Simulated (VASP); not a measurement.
# W (a cell with a defect) in VASP: single point with PBE

Aim: the single point of W (a cell with a defect) with PBE.

All numbers are computed with VASP 6.6.1; they aren't measurements. Logs are shortened: lines on timing, memory, paths and dates and some standing lists are left out, and cuts for length are marked.

**1. The cell of the first run**

The cell holds a defect, 11 atoms: a = 8.222 Å, b = 5.481 Å, c = 5.481 Å, α = 109.47°, β = 109.47°, γ = 109.47°.

**2. Single point, PBE**

Input file INCAR:

```
SYSTEM = W
  ALGO = Normal
  EDIFF = 1E-6
  ENCUT = 400
  GGA = PE
  GGA_COMPAT = .False.
  ISIF = 2
  ISMEAR = 1
  LASPH = .True.
  LCHARG = .False.
  LREAL = .False.
  LWAVE = .False.
  NBANDS = 88
  NELM = 120
  PREC = Accurate
  SIGMA = 0.15
```

Input file KPOINTS:

```
k-points
0
Gamma
  2 3 3
  0 0 0
```

Input file POSCAR:

```
W
1.0
   -4.7470350000      4.7470350000      4.7470350000
    3.1646900000     -3.1646900000      3.1646900000
    3.1646900000      3.1646900000     -3.1646900000
W
11
Direct
    0.0000000000      0.0000000000      0.5000000000
    0.0000000000      0.5000000000      0.0000000000
    0.0000000000      0.5000000000      0.5000000000
    0.3333333333      0.0000000000      0.0000000000
    0.3333333333      0.0000000000      0.5000000000
    0.3333333333      0.5000000000      0.0000000000
    0.3333333333      0.5000000000      0.5000000000
    0.6666666667      0.0000000000      0.0000000000
    0.6666666667      0.0000000000      0.5000000000
    0.6666666667      0.5000000000      0.0000000000
    0.6666666667      0.5000000000      0.5000000000
```

Potentials or basis: VASP PAW PBE potentials, release 64 (W_sv).

Run with:

```bash
> cat potpaw_PBE.64/W_sv/POTCAR > POTCAR
> mpirun -np 1 vasp_std > vasp.out
```

OUTCAR:

```text
SYSTEM = W
   EDIFF = 1E-6
   ENCUT = 400
   GGA = PE
   ISIF = 2
   ISMEAR = 1
   LASPH = .True.
   LREAL = .False.
   NELM = 120
   PREC = Accurate

 ion  position               nearest neighbor table
   1  0.000  0.000  0.500-   5 2.74   9 2.74   6 2.74  10 2.74   3 2.74   3 2.74   8 3.16   7 3.16
                            11 3.16   4 3.16   2 3.16   2 3.16
   2  0.000  0.500  0.000-   6 2.74  10 2.74   5 2.74   9 2.74   3 2.74   3 2.74   7 3.16  11 3.16
                             8 3.16   4 3.16   1 3.16   1 3.16
   3  0.000  0.500  0.500-   7 2.74  11 2.74   4 2.74   8 2.74   1 2.74   2 2.74   1 2.74   2 2.74
                            10 3.16   6 3.16   9 3.16   5 3.16
   4  0.333  0.000  0.000-   3 2.74   6 2.74   5 2.74   6 2.74   5 2.74  11 2.74   8 2.74   1 3.16
                             2 3.16   7 3.16   7 3.16  10 3.16   9 3.16
   5  0.333  0.000  0.500-   1 2.74   2 2.74   7 2.74   4 2.74   7 2.74   4 2.74  10 2.74   9 2.74
                             3 3.16   6 3.16   6 3.16  11 3.16   8 3.16
   6  0.333  0.500  0.000-   2 2.74   1 2.74   7 2.74   7 2.74   4 2.74   4 2.74   9 2.74  10 2.74
                             3 3.16   5 3.16   5 3.16  11 3.16   8 3.16
   7  0.333  0.500  0.500-   3 2.74   5 2.74   6 2.74   6 2.74   5 2.74   8 2.74  11 2.74   1 3.16
                             2 3.16   4 3.16   4 3.16   9 3.16  10 3.16
   8  0.667  0.000  0.000-   3 2.74   9 2.74  10 2.74   9 2.74  10 2.74   7 2.74   4 2.74   2 3.16
                             1 3.16  11 3.16  11 3.16   6 3.16   5 3.16
   9  0.667  0.000  0.500-   1 2.74   2 2.74   8 2.74  11 2.74   8 2.74  11 2.74   6 2.74   5 2.74
                             3 3.16  10 3.16  10 3.16   7 3.16   4 3.16
  10  0.667  0.500  0.000-   2 2.74   1 2.74   8 2.74  11 2.74  11 2.74   8 2.74   5 2.74   6 2.74
                             3 3.16   9 3.16   9 3.16   4 3.16   7 3.16
  11  0.667  0.500  0.500-   3 2.74   9 2.74  10 2.74  10 2.74   9 2.74   4 2.74   7 2.74   2 3.16
                             1 3.16   8 3.16   8 3.16   5 3.16   6 3.16

  LATTYP: Found a base centered monoclinic cell.
 ALAT       =     6.3293800000
 B/A-ratio  =     1.4142135624
 C/A-ratio  =     1.0897247359
 COS(beta)  =    -0.2294157339

  Lattice vectors:

 A1 = (  -3.1646900000,   3.1646900000,  -3.1646900000)
 A2 = (  -3.1646900000,  -3.1646900000,   3.1646900000)
 A3 = (   1.5823450000,   4.7470350000,   4.7470350000)

Analysis of symmetry for initial positions (statically):
=====================================================================
 Subroutine PRICEL returns:
 Original cell was already a primitive cell.

 Routine SETGRP: Setting up the symmetry group for a
 base centered monoclinic supercell.

 Subroutine GETGRP returns: Found  4 space group operations
 (whereof  4 operations were pure point group operations)
 out of a pool of  4 trial point group operations.

The static configuration has the point symmetry C_2h.

Analysis of symmetry for dynamics (positions and initial velocities):
=====================================================================
 Subroutine PRICEL returns:
 Original cell was already a primitive cell.

 Routine SETGRP: Setting up the symmetry group for a
 base centered monoclinic supercell.

 Subroutine GETGRP returns: Found  4 space group operations
 (whereof  4 operations were pure point group operations)
 out of a pool of  4 trial point group operations.

The dynamic configuration has the point symmetry C_2h.

 Subroutine INISYM returns: Found  4 space group operations
 (whereof  4 operations are pure point group operations),
 and found     1 'primitive' translations

----------------------------------------------------------------------------------------

                                     Primitive cell

  volume of cell :     190.1712

  direct lattice vectors                    reciprocal lattice vectors
    -4.747035000  4.747035000  4.747035000     0.000000000  0.105328905  0.105328905
     3.164690000 -3.164690000  3.164690000     0.157993358  0.000000000  0.157993358
     3.164690000  3.164690000 -3.164690000     0.157993358  0.157993358  0.000000000

  length of vectors
     8.222105805  5.481403870  5.481403870     0.148957566  0.223436350  0.223436350

  position of ions in fractional coordinates (direct lattice)
     0.000000000  0.000000000  0.500000000
     0.000000000  0.500000000  0.000000000
     0.000000000  0.500000000  0.500000000
[... 57 lines left out ...]
|        whereas your k-lattice is face-centered cubic.                       |
|                                                                             |
|     Results are often still useful ...                                      |
|                                                                             |
 -----------------------------------------------------------------------------

 Subroutine IBZKPT returns following result:
 ===========================================

 Found      8 irreducible k-points:

 Following reciprocal coordinates:
            Coordinates               Weight
  0.000000  0.000000  0.000000      1.000000
  0.500000  0.000000  0.000000      1.000000
  0.000000  0.333333  0.000000      4.000000
  0.500000  0.333333 -0.000000      4.000000
  0.000000  0.333333  0.333333      2.000000
  0.500000  0.333333  0.333333      2.000000
  0.000000 -0.333333  0.333333      2.000000
  0.500000 -0.333333  0.333333      2.000000
   k-points           NKPTS =      8   k-points in BZ     NKDIM =      8   number of bands    NBANDS=     88
   number of dos      NEDOS =    301   number of ions     NIONS =     11
   total plane-waves  NPLWV =  69984
   dimension x,y,z NGX =    54 NGY =   36 NGZ =   36
   dimension x,y,z NGXF=   108 NGYF=   72 NGZF=   72
   ions per type =              11
   NGX,Y,Z   is equivalent  to a cutoff of  10.92, 10.92, 10.92 a.u.
   NGXF,Y,Z  is equivalent  to a cutoff of  21.84, 21.84, 21.84 a.u.
 SYSTEM =  W
   PREC   = accura    normal or accurate (medium, high low for compatibility)
   ISTART =      0    job   : 0-new  1-cont  2-samecut
   ICHARG =      2    charge: 1-file 2-atom 10-const
   ISPIN  =      1    spin polarized calculation?
   LNONCOLLINEAR =      F non collinear calculations
   LSORBIT =      F    spin-orbit coupling
   LASPH  =      T    aspherical Exc in radial PAW
   ENCUT  =  400.0 eV  29.40 Ry    5.42 a.u.  13.41  8.94  8.94*2*pi/ulx,y,z
   NELM   =    120;   NELMIN=  2; NELMDL= -5     # of ELM steps
   EDIFF  = 0.1E-05   stopping-criterion for ELM
   LREAL  =      F    real-space projection
   EDIFFG = 0.1E-04   stopping-criterion for IOM
   NSW    =      0    number of steps for IOM
   IBRION =     -1    ionic relax: 0-MD 1-quasi-New 2-CG
   NFREE  =      0    steps in history (QN), initial steepest desc. (CG)
   ISIF   =      2    stress and relaxation
   ISYM   =      2    0-nonsym 1-usesym 2-fastsym
   POTIM  = 0.5000    time-step for ionic-motion
   TEBEG  =    0.0;   TEEND  =   0.0 temperature during run
   PSTRESS=    0.0 pullay stress
   NELECT =     154.0000    total number of electrons
   NUPDOWN=      -1.0000    fix difference up-down
   EMIN   =  10.00;   EMAX   =-10.00  energy-range for DOS
   EFERMI =   0.00;   METHOD = LEGACY
   ISMEAR =     1;   SIGMA  =   0.15  broadening in eV -4-tet -1-fermi 0-gaus
   EFERMI_NEDOS =   21; number of points for ismear=-14 and -15
   IALGO  =     38    algorithm
   IMIX   =      4    mixing-type and parameters
     AMIX     =   0.40;   BMIX     =  1.00
     AMIX_MAG =   1.60;   BMIX_MAG =  1.00
  volume/ion in A,a.u.               =      17.29       116.67
  Fermi-wavevector in a.u.,A,eV,Ry     =   1.525926  2.883582 31.680489  2.328450
  Thomas-Fermi vector in A             =   2.634030
   LORBIT       =      0    0 simple, 1 ext, 2 COOP (PROOUT), +10 PAW based schemes
   GGA     = PE    functional components
   LHFCALC =     F    Hartree Fock is set to
   AEXX    =    0.0000 exact exchange contribution
   IVDW    =     0    specifies the selected vdW correction
   LEPSILON=     F    determine dielectric tensor
   LRPA    =     F    only Hartree local field effects (RPA)
 non-spin polarized calculation
 Methfessel and Paxton  Order N= 1 SIGMA  =   0.15
  energy-cutoff  :      400.00
  volume of cell :      190.17
 maximum number of plane-waves:      3486
 NGX is ok and might be reduce to    54
   NGX = 27   NGY = 17   NGZ = 17

 number of electron     154.0000008 magnetization

 Free energy of the ion-electron system (eV)
  ---------------------------------------------------
  ext. energy  EPLUGINS =         0.00000000
  ---------------------------------------------------
  free energy    TOTEN  =      -139.38203966 eV

  energy without entropy =     -139.38948508  energy(sigma->0) =     -139.38452146

 E-fermi :   9.7269     XC(G=0): -13.0448

 val. band max:        9.7060318963   @ k =   0.0000   0.3333   0.3333
 cond. band min:       9.7435047841   @ k =   0.0000   0.0000   0.0000
 fundamental gap:      0.0374728878
 Fermi energy:         9.7269177616

 k-point     1 :       0.0000    0.0000    0.0000
  band No.  band energies     occupation
      1     -64.1196      2.00000
      2     -64.0889      2.00000
      3     -64.0456      2.00000
      4     -64.0081      2.00000
      5     -63.9406      2.00000
      6     -63.9150      2.00000
[... 717 lines left out ...]
     87      11.5801     -0.00000
     88      12.0873     -0.00000

------------------------ aborting loop because EDIFF is reached ----------------------------------------

  FORCE on cell =-STRESS in cart. coord.  units (eV):
  Direction    XX          YY          ZZ          XY          YZ          ZX
  --------------------------------------------------------------------------------------
  -------------------------------------------------------------------------------------
  Total       -2.0700862     -3.4972541     -3.4972541      0.1646975     -1.5507868      0.1646985
  in kB      -17.4403119    -29.4640878    -29.4640878      1.3875631    -13.0652558      1.3875714
  external PRESSURE =     -25.4561625 kB  Pullay stress =       0.0000000 kB

 VOLUME and BASIS-vectors are now :
 -----------------------------------------------------------------------------
  energy-cutoff  :      400.00
  volume of cell :      190.17
      direct lattice vectors                 reciprocal lattice vectors
    -4.747035000  4.747035000  4.747035000     0.000000000  0.105328905  0.105328905
     3.164690000 -3.164690000  3.164690000     0.157993358  0.000000000  0.157993358
     3.164690000  3.164690000 -3.164690000     0.157993358  0.157993358  0.000000000

 POSITION                                       TOTAL-FORCE (eV/Angst)
 -----------------------------------------------------------------------------------
      1.58234      1.58234     -1.58234         0.000000      0.000000      0.000000
      1.58234     -1.58234      1.58234         0.000000      0.000000      0.000000
      3.16469      0.00000      0.00000         0.000000      0.000000      0.000000
     -1.58234      1.58234      1.58234         0.533074     -0.322242     -0.322242
      0.00000      3.16469     -0.00000         0.077009     -0.707053     -0.181618
      0.00000     -0.00000      3.16469         0.077009     -0.181618     -0.707053
      1.58235      1.58234      1.58234        -0.598883     -0.328733     -0.328733
     -3.16469      3.16469      3.16469        -0.533074      0.322242      0.322242
     -1.58235      4.74704      1.58235        -0.077009      0.707053      0.181618
     -1.58235      1.58235      4.74704        -0.077009      0.181618      0.707053
     -0.00000      3.16469      3.16469         0.598883      0.328733      0.328733
 -----------------------------------------------------------------------------------
    total drift:                                0.000000     -0.000000      0.000000

  FREE ENERGIE OF THE ION-ELECTRON SYSTEM (eV)
  ---------------------------------------------------
  free  energy   TOTEN  =      -139.3820396586 eV

  energy  without entropy=     -139.3894850770  energy(sigma->0) =     -139.38452146
```

Wall time 98 s (1 thread of Intel Xeon 6975P-C (Granite Rapids), shared host); peak memory 0.28 GiB.

Results:

* Free energy: -139.3820 eV
* Pressure: -2.5 GPa
* Largest force: 0.758 eV/Å
* Band gap on the k mesh: zero (bands 77 and 78 overlap by 1.29 eV)

Forces in eV/Å, atoms in the order of the input:
```
W    0.000  0.000  0.000
W    0.000  0.000  0.000
W    0.000  0.000  0.000
W    0.533 -0.322 -0.322
W    0.077 -0.707 -0.182
W    0.077 -0.182 -0.707
W   -0.599 -0.329 -0.329
W   -0.533  0.322  0.322
W   -0.077  0.707  0.182
W   -0.077  0.182  0.707
W    0.599  0.329  0.329
```

Caveat: the k points lie up to 0.47 Å⁻¹ apart, too coarse for converged energies and pressures of a metal; spin-orbit coupling is left out, which moves the levels of the heavy elements.
